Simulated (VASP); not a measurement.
# FeO (Wuestite) (Fm-3m) in VASP: settings compared

Aim: see how the results for FeO (Wuestite) move with the level of theory and the settings. Levels: BLYP+D4, PBE. Tasks: single point, relaxation of cell and atoms.

Everything below comes from runs of VASP 6.6.1. Logs are shortened: lines on timing, memory, paths and dates and some standing lists are left out, and cuts for length are marked.

**Experimental background.**

“W\"ustite: Electric, thermodynamic and optical properties of FeO”, 2012, arxiv:1203.1201 quotes, for a bulk crystal of FeO: band gap 2.4 eV (optical).

The results are compared with them further down.

## 1. The cell of the first run

It takes space group Fm-3m (No. 225, cubic). Conventional cell: a = 4.295 Å, b = 4.295 Å, c = 4.295 Å, α = 90.00°, β = 90.00°, γ = 90.00°. Within 2.8 Å of Fe (site symmetry m-3m) lie 6 O at 2.15 Å. O (site symmetry m-3m) has 6 Fe at 2.15 Å within 2.8 Å.

## 2. Single point, BLYP+D4, collinear spin, ferromagnetic start

Contents of INCAR:

```
SYSTEM = FeO
  PREC = Accurate
  ENCUT = 520
  EDIFF = 1E-6
  ISMEAR = -1
  SIGMA = 0.05
  LREAL = .FALSE.
  LASPH = .TRUE.
  NELM = 150
  ALGO = Normal
  ISIF = 2
  LWAVE = .FALSE.
  LCHARG = .FALSE.
  ISPIN = 2
  MAGMOM = 3 0
  LORBIT = 11
  LMAXMIX = 4
  GGA = B5
  ALDAX = 1.0
  AGGAX = 1.0
  AGGAC = 1.0
  ALDAC = 0.0
  IVDW = 13
  VDW_S6 = 1.0
  VDW_S8 = 2.34076671
  VDW_A1 = 0.44488865
  VDW_A2 = 4.0933009
  NBANDS = 18
```

Contents of KPOINTS:

```
Automatic mesh
0
G
  11 11 11
  0 0 0
```

Contents of POSCAR:

```
FeO
1.0
    0.0000000000      2.1475081173      2.1475081173
    2.1475081173      0.0000000000      2.1475081173
    2.1475081173      2.1475081173      0.0000000000
Fe O
1 1
Direct
    0.0000000000      0.0000000000      0.0000000000
    0.5000000000      0.5000000000      0.5000000000
```

Potentials or basis: VASP PAW PBE potentials, release 64 (Fe, O).

On the command line:

```
$ cat potpaw_PBE.64/Fe/POTCAR potpaw_PBE.64/O/POTCAR > POTCAR
$ mpirun -np 1 vasp_std > vasp.out
```

OUTCAR:

```text
SYSTEM = FeO
   PREC = Accurate
   ENCUT = 520
   EDIFF = 1E-6
   ISMEAR = -1
   LREAL = .FALSE.
   LASPH = .TRUE.
   NELM = 150
   ISIF = 2
   ISPIN = 2
   LORBIT = 11
   GGA = B5
   IVDW = 13

 ion  position               nearest neighbor table
   1  0.000  0.000  0.000-   2 2.15   2 2.15   2 2.15   2 2.15   2 2.15   2 2.15
   2  0.500  0.500  0.500-   1 2.15   1 2.15   1 2.15   1 2.15   1 2.15   1 2.15

  LATTYP: Found a face centered cubic cell.
 ALAT       =     4.2950162346

  Lattice vectors:

 A1 = (   0.0000000000,   2.1475081173,   2.1475081173)
 A2 = (   2.1475081173,   0.0000000000,   2.1475081173)
 A3 = (   2.1475081173,   2.1475081173,   0.0000000000)

Analysis of symmetry for initial positions (statically):
=====================================================================
 Subroutine PRICEL returns:
 Original cell was already a primitive cell.

 Routine SETGRP: Setting up the symmetry group for a
 face centered cubic supercell.

 Subroutine GETGRP returns: Found 48 space group operations
 (whereof 48 operations were pure point group operations)
 out of a pool of 48 trial point group operations.

The static configuration has the point symmetry O_h .

Analysis of symmetry for dynamics (positions and initial velocities):
=====================================================================
 Subroutine PRICEL returns:
 Original cell was already a primitive cell.

 Routine SETGRP: Setting up the symmetry group for a
 face centered cubic supercell.

 Subroutine GETGRP returns: Found 48 space group operations
 (whereof 48 operations were pure point group operations)
 out of a pool of 48 trial point group operations.

The dynamic configuration has the point symmetry O_h .

Analysis of structural, dynamic, and magnetic symmetry:
=====================================================================
 Subroutine PRICEL returns:
 Original cell was already a primitive cell.

 Routine SETGRP: Setting up the symmetry group for a
 face centered cubic supercell.

 Subroutine GETGRP returns: Found 48 space group operations
 (whereof 48 operations were pure point group operations)
 out of a pool of 48 trial point group operations.

The overall configuration has the point symmetry O_h .

 Subroutine INISYM returns: Found 48 space group operations
 (whereof 48 operations are pure point group operations),
 and found     1 'primitive' translations

----------------------------------------------------------------------------------------

                                     Primitive cell

  volume of cell :      19.8077

  direct lattice vectors                    reciprocal lattice vectors
     0.000000000  2.147508117  2.147508117    -0.232827991  0.232827991  0.232827991
     2.147508117  0.000000000  2.147508117     0.232827991 -0.232827991  0.232827991
     2.147508117  2.147508117  0.000000000     0.232827991  0.232827991 -0.232827991

  length of vectors
     3.037035105  3.037035105  3.037035105     0.403269909  0.403269909  0.403269909

  position of ions in fractional coordinates (direct lattice)
     0.000000000  0.000000000  0.000000000
     0.500000000  0.500000000  0.500000000

  ion indices of the primitive-cell ions
   primitive index   ion index
                 1           1
                 2           2

----------------------------------------------------------------------------------------

 KPOINTS: Automatic mesh

Automatic generation of k-mesh.
 Grid dimensions read from file:
 generate k-points for:   11   11   11

 Generating k-lattice:

  Cartesian coordinates                     Fractional coordinates (reciprocal lattice)
    -0.021166181  0.021166181  0.021166181     0.090909091  0.000000000  0.000000000
     0.021166181 -0.021166181  0.021166181     0.000000000  0.090909091  0.000000000
     0.021166181  0.021166181 -0.021166181     0.000000000  0.000000000  0.090909091

  Length of vectors
     0.036660901  0.036660901  0.036660901

  Shift w.r.t. Gamma in fractional coordinates (k-lattice)
     0.000000000  0.000000000  0.000000000

 Subroutine IBZKPT returns following result:
 ===========================================

 Found     56 irreducible k-points:

 Following reciprocal coordinates:
            Coordinates               Weight
  0.000000  0.000000  0.000000      1.000000
  0.090909  0.000000  0.000000      8.000000
  0.181818  0.000000  0.000000      8.000000
  0.272727  0.000000  0.000000      8.000000
  0.363636  0.000000  0.000000      8.000000
  0.454545  0.000000  0.000000      8.000000
[... 16 lines left out ...]
 -0.272727  0.181818  0.000000     24.000000
 -0.181818  0.181818  0.000000     12.000000
 [... further k-points ...]
   k-points           NKPTS =     56   k-points in BZ     NKDIM =     56   number of bands    NBANDS=     18
   number of dos      NEDOS =    301   number of ions     NIONS =      2
   total plane-waves  NPLWV =  13824
   dimension x,y,z NGX =    24 NGY =   24 NGZ =   24
[... 28 lines left out ...]
   EFERMI =   0.00;   METHOD = LEGACY
   ISMEAR =    -1;   SIGMA  =   0.05  broadening in eV -4-tet -1-fermi 0-gaus
   EFERMI_NEDOS =   21; number of points for ismear=-14 and -15
   IALGO  =     38    algorithm
   IMIX   =      4    mixing-type and parameters
     AMIX     =   0.40;   BMIX     =  1.00
     AMIX_MAG =   1.60;   BMIX_MAG =  1.00
  volume/ion in A,a.u.               =       9.90        66.83
  Fermi-wavevector in a.u.,A,eV,Ry     =   1.458275  2.755740 28.933678  2.126565
  Thomas-Fermi vector in A             =   2.574978
   LORBIT       =     11    0 simple, 1 ext, 2 COOP (PROOUT), +10 PAW based schemes
   GGA     = B5    functional components
   LHFCALC =     F    Hartree Fock is set to
   AEXX    =    0.0000 exact exchange contribution
   IVDW    =    13    specifies the selected vdW correction
   LEPSILON=     F    determine dielectric tensor
   LRPA    =     F    only Hartree local field effects (RPA)
 spin polarized calculation
  energy-cutoff  :      520.00
  volume of cell :       19.81
 maximum number of plane-waves:       542
   NGX = 11   NGY = 11   NGZ = 11

 number of electron      13.9999997 magnetization       3.9988803

 Free energy of the ion-electron system (eV)
  ---------------------------------------------------
  ext. energy  EPLUGINS =         0.00000000
  ---------------------------------------------------
  free energy    TOTEN  =       -13.86540419 eV

  energy without entropy =      -13.85314303  energy(sigma->0) =      -13.85927361

 E-fermi :   6.6000     XC(G=0): -11.6322

 val. band max:        6.5770807999   @ k =  -0.1818   0.1818   0.0000
 cond. band min:       6.6022255712   @ k =  -0.2727   0.3636   0.0909
 fundamental gap:      0.0251447713
 Fermi energy:         6.6000144608

 spin component 1

 k-point     1 :       0.0000    0.0000    0.0000
  band No.  band energies     occupation
      1     -14.0251      1.00000
      2       2.8238      1.00000
      3       2.8238      1.00000
      4       2.8238      1.00000
      5       2.8807      1.00000
      6       2.8807      1.00000
[... 10 lines left out ...]
     17      27.5944      0.00000
     18      30.8927      0.00000
[... 463 lines left out ...]
 k-point    24 :      -0.1818    0.1818    0.0000
  band No.  band energies     occupation
      1     -13.3242      1.00000
      2      -0.5484      1.00000
      3       0.4888      1.00000
      4       1.0103      1.00000
      5       3.2320      1.00000
      6       3.5296      1.00000
[... 10 lines left out ...]
     17      33.5894      0.00000
     18      35.4442      0.00000

 [... further k-points ...]

 spin component 2

 k-point     1 :       0.0000    0.0000    0.0000
  band No.  band energies     occupation
      1     -13.4794      1.00000
      2       3.4088      1.00000
      3       3.4088      1.00000
      4       3.4088      1.00000
      5       5.8535      1.00000
      6       5.8537      1.00000
[... 10 lines left out ...]
     17      28.9506      0.00000
     18      31.8822      0.00000
[... 463 lines left out ...]
 k-point    24 :      -0.1818    0.1818    0.0000
  band No.  band energies     occupation
      1     -12.7566      1.00000
      2       0.2908      1.00000
      3       1.9140      1.00000
      4       2.0019      1.00000
      5       6.3303      0.99548
      6       6.5771      0.61270
[... 10 lines left out ...]
     17      34.2346      0.00000
     18      36.1142      0.00000

 [... further k-points ...]

------------------------ aborting loop because EDIFF is reached ----------------------------------------

  DFT-D4 for vdW energy calculation

  Edisp (eV):   -1.29905

  FORCE on cell =-STRESS in cart. coord.  units (eV):
  Direction    XX          YY          ZZ          XY          YZ          ZX
  --------------------------------------------------------------------------------------
  -------------------------------------------------------------------------------------
  Total       0.03422     0.03422     0.03422     0.00000     0.00000     0.00000
  in kB       2.76787     2.76787     2.76787     0.00000     0.00000     0.00000
  external pressure =        2.77 kB  Pullay stress =        0.00 kB

 VOLUME and BASIS-vectors are now :
 -----------------------------------------------------------------------------
  energy-cutoff  :      520.00
  volume of cell :       19.81
      direct lattice vectors                 reciprocal lattice vectors
     0.000000000  2.147508117  2.147508117    -0.232827991  0.232827991  0.232827991
     2.147508117  0.000000000  2.147508117     0.232827991 -0.232827991  0.232827991
     2.147508117  2.147508117  0.000000000     0.232827991  0.232827991 -0.232827991

 POSITION                                       TOTAL-FORCE (eV/Angst)
 -----------------------------------------------------------------------------------
      0.00000      0.00000      0.00000        -0.000000      0.000000      0.000000
      2.14751      2.14751      2.14751         0.000000     -0.000000     -0.000000
 -----------------------------------------------------------------------------------
    total drift:                                0.000000     -0.000000      0.000000

  FREE ENERGIE OF THE ION-ELECTRON SYSTEM (eV)
  ---------------------------------------------------
  free  energy   TOTEN  =       -15.1644542319 eV

  energy  without entropy=      -15.1521930713  energy(sigma->0) =      -15.15832365

 total charge

# of ion       s       p       d       tot
------------------------------------------
    1        0.286   0.358   6.130   6.774
    2        1.549   3.468   0.000   5.017
--------------------------------------------------
tot          1.835   3.826   6.130  11.791

 magnetization (x)

# of ion       s       p       d       tot
------------------------------------------
    1        0.023   0.018   3.554   3.594
    2        0.031   0.293   0.000   0.324
--------------------------------------------------
tot          0.054   0.310   3.554   3.918
```

It took 20 s on 1 thread of Intel Xeon 6975P-C (Granite Rapids), shared host; peak memory 0.16 GiB.

Results:

```
Free energy                                           : -15.1645 eV
Pressure                                              : 0.3 GPa
Band gap on the k mesh                                : zero (filled and empty bands overlap)
Net moment                                            : 4.00 μB per cell
Site moments                                          : Fe +3.59; O +0.32 μB
Valence electrons inside the program's atomic spheres : Fe 6.77; O 5.02
Dispersion energy per atom                            : -0.650 eV
```

Caveat: the PAW data sets were made with another functional, which shifts forces and pressure a little; a cell with one magnetic atom can't hold antiferromagnetic order, which such compounds often take; semilocal functionals often make such compounds metallic where correlation or magnetic order opens a gap, which also shifts bond lengths; pairwise dispersion overbinds metals, which lowers pressure and volume.

## 3. Single point, PBE, collinear spin, ferromagnetic start

This run uses another cell than the first one, of 10.01 Å³/atom, 1.011 times its volume.

Contents of INCAR:

```
SYSTEM = FeO
PREC     = Accurate       ! precision mode
ENCUT    = 520            ! plane-wave cutoff, eV
EDIFF    = 1E-7           ! SCF threshold, eV
ISMEAR   = 0              ! smearing method
SIGMA    = 0.028999999999999998 ! smearing width, eV
LREAL    = .False.        ! projectors in reciprocal space
LASPH    = .True.         ! aspherical terms in the spheres
NELM     = 150            ! most SCF steps
ALGO     = Normal         ! electronic algorithm
ISIF     = 2              ! what is computed and relaxed
LWAVE    = .False.        ! write WAVECAR
LCHARG   = .False.        ! write CHGCAR
ISPIN    = 2              ! spin polarisation
MAGMOM   = 3 0            ! initial moments
LORBIT   = 11             ! projections on sites
LMAXMIX  = 4              ! l up to which the mixer works
GGA      = PE             ! functional
NBANDS   = 18             ! bands
```

Contents of KPOINTS:

```
regular mesh
0
Gamma
  11 11 11
  0 0 0
```

Contents of POSCAR:

```
FeO
1.0
    0.0000000000      2.1554000000      2.1554000000
    2.1554000000      0.0000000000      2.1554000000
    2.1554000000      2.1554000000      0.0000000000
Fe O
1 1
Direct
    0.0000000000      0.0000000000      0.0000000000
    0.5000000000      0.5000000000      0.5000000000
```

Potentials or basis: VASP PAW PBE potentials, release 64 (Fe, O).

On the command line:

```
$ cat potpaw_PBE.64/Fe/POTCAR potpaw_PBE.64/O/POTCAR > POTCAR
$ mpirun -np 1 vasp_std > vasp.out
```

Run time: 16 s. Hardware: 1 thread of Intel Xeon 6975P-C (Granite Rapids), shared host; peak memory 0.17 GiB.

It converged, with:

| Quantity | Value |
| --- | --- |
| Free energy | -14.9300 eV |
| Pressure | -0.2 GPa |
| Band gap on the k mesh | zero (filled and empty bands overlap) |
| Net moment | 4.00 μB per cell |
| Site moments | Fe +3.62; O +0.30 μB |
| Valence electrons inside the program's atomic spheres | Fe 6.73; O 4.99 |

Levels at points of the mesh, in eV from the Fermi level:
Spin up:
```tsv
k point	band 6	band 7	band 8	band 9	band 10	band 11	band 12	band 13
(0.00, 0.00, 0.00)	-3.80	-3.80	-3.68	-3.68	0.09	15.47	17.03	17.03
```
Spin down:
```tsv
k point	band 2	band 3	band 4	band 5	band 6	band 7	band 8	band 9
(0.00, 0.00, 0.00)	-3.24	-3.24	-3.24	-0.74	-0.74	-0.74	0.19	0.19
```

Caveat: a cell with one magnetic atom can't hold antiferromagnetic order, which such compounds often take; semilocal functionals often make such compounds metallic where correlation or magnetic order opens a gap, which also shifts bond lengths.

## 4. Relaxation of cell and atoms, BLYP+D4, collinear spin, ferromagnetic start

This run uses another cell than the first one, of 10.01 Å³/atom, 1.011 times its volume.

Contents of INCAR:

```
SYSTEM = FeO
AGGAC = 1.0
AGGAX = 1.0
ALDAC = 0.0
ALDAX = 1.0
ALGO = Normal
EDIFF = 1E-6
EDIFFG = -0.01
ENCUT = 600
GGA = B5
IBRION = 2
ISIF = 3
ISMEAR = -1
ISPIN = 2
IVDW = 13
LASPH = .TRUE.
LCHARG = .FALSE.
LMAXMIX = 4
LORBIT = 11
LREAL = .FALSE.
LWAVE = .FALSE.
MAGMOM = 3 0
NELM = 150
NSW = 60
PREC = Accurate
SIGMA = 0.05
VDW_A1 = 0.44488865
VDW_A2 = 4.0933009
VDW_S6 = 1.0
VDW_S8 = 2.34076671
```

Contents of KPOINTS:

```
k-points
0
G
  11 11 11
  0 0 0
```

POSCAR is that of step 3.

On the command line:

```
$ cat potpaw_PBE.64/Fe/POTCAR potpaw_PBE.64/O/POTCAR > POTCAR
$ mpirun -np 1 vasp_std > vasp.out
```

Run time: 50 s. Hardware: 1 thread of Intel Xeon 6975P-C (Granite Rapids), shared host; peak memory 0.17 GiB.

It converged, with:

```
Free energy                                           : -15.1667 eV
Relaxed volume                                        : 9.91 Å³/atom
Relaxed cell                                          : a = 3.038 Å, b = 3.038 Å, c = 3.038 Å, α = 60.00°, β = 60.00°, γ = 60.00°
Space group after relaxing (to 0.05 Å)                : Fm-3m (No. 225)
Energy gained by relaxing                             : 0.6 meV/atom
Ionic steps                                           : 5
Pressure after relaxing                               : -0.1 GPa
Band gap on the k mesh                                : zero (filled and empty bands overlap)
Net moment                                            : 4.00 μB per cell
Site moments                                          : Fe +3.59; O +0.32 μB
Valence electrons inside the program's atomic spheres : Fe 6.77; O 5.01
Dispersion energy per atom                            : -0.649 eV
```

Step by step:
| step | energy change (eV) | largest force (eV/Å) | pressure (GPa) | volume (Å³) |
| --- | --- | --- | --- | --- |
| 1 | 0.0000 | 0.0000 | -2.01 | 20.03 |
| 2 | 0.0001 | 0.0000 | 9.33 | 19.67 |
| 3 | -0.0007 | 0.0000 | -1.33 | 19.96 |
| 4 | -0.0009 | 0.0000 | -0.99 | 19.92 |
| 5 | -0.0013 | 0.0000 | -0.07 | 19.83 |

Final structure:
```
Fe O
1.0
     0.00000    2.14821    2.14821
     2.14821    0.00000    2.14821
     2.14821    2.14821    0.00000
Fe O
1 1
Direct
  0.00000 0.00000 0.00000
  0.50000 0.50000 0.50000
```

Levels at points of the mesh, in eV from the Fermi level:
Spin up:
```csv
k point,band 5,band 6,band 7,band 8,band 9,band 10,band 11,band 12,band 13
"(0.00, 0.00, 0.00)",-3.72,-3.72,-3.72,-3.50,-3.50,0.56,16.31,17.55,17.55
```
Spin down:
```csv
k point,band 1,band 2,band 3,band 4,band 5,band 6,band 7,band 8,band 9,band 10
"(0.00, 0.00, 0.00)",-20.07,-3.19,-3.19,-3.19,-0.75,-0.74,-0.74,0.17,0.17,1.29
```

Caveat: the PAW data sets were made with another functional, which shifts forces and pressure a little; a cell with one magnetic atom can't hold antiferromagnetic order, which such compounds often take; semilocal functionals often make such compounds metallic where correlation or magnetic order opens a gap, which also shifts bond lengths; pairwise dispersion overbinds metals, which lowers pressure and volume.

## 5. Overview

```tsv
task	level	cell	cutoff (eV)	smearing	gap on the mesh (eV)	pressure (GPa)	moment (μB)
single point	BLYP+D4	a = 3.037 Å, angles 60.0°, 2 atoms	520	fermi-dirac 0.05 eV	none	0.3	4.00
single point	PBE	a = 3.048 Å, angles 60.0°, 2 atoms	520	gaussian 0.029 eV	none	-0.2	4.00
relaxation of cell and atoms	BLYP+D4	relaxed from a = 3.048 Å, angles 60.0°, 2 atoms	600	fermi-dirac 0.05 eV	none	-0.1	4.00
```

Alike in all rows: potentials or basis VASP PAW PBE potentials, release 64 (Fe, O); spin collinear, ferromagnetic start; k mesh 11 × 11 × 11.

Caveats: a cell with one magnetic atom can't hold antiferromagnetic order, which such compounds often take; semilocal functionals often make such compounds metallic where correlation or magnetic order opens a gap, which also shifts bond lengths; the PAW data sets were made with another functional, which shifts forces and pressure a little (some runs); pairwise dispersion overbinds metals, which lowers pressure and volume (some runs).

Absolute energies hang on the potentials; compare differences alone.

## 6. How close it comes

Step 2. Measured gap of FeO: 2.4 eV (optical; quoted in “W\"ustite: Electric, thermodynamic and optical properties of FeO”, 2012, arxiv:1203.1201). This calculation gives 0.00 eV (-2.40 eV). So large a miss can be the level of theory's own, or it may mean another phase, state or a wrong row. The value is that of BLYP+D4 on a finite k mesh, which can miss the band edges, without temperature or zero-point motion. Semilocal functionals fall short of measured gaps as a rule. The run's magnetic order (collinear spin, ferromagnetic start) needn't be the measured crystal's.

Step 3. Measured gap of FeO: 2.4 eV (optical; quoted in “W\"ustite: Electric, thermodynamic and optical properties of FeO”, 2012, arxiv:1203.1201). This calculation gives 0.00 eV (-2.40 eV). So large a miss can be the level of theory's own, or it may mean another phase, state or a wrong row. The value is that of PBE on a finite k mesh, which can miss the band edges, without temperature or zero-point motion. Semilocal functionals fall short of measured gaps as a rule. The run's magnetic order (collinear spin, ferromagnetic start) needn't be the measured crystal's.
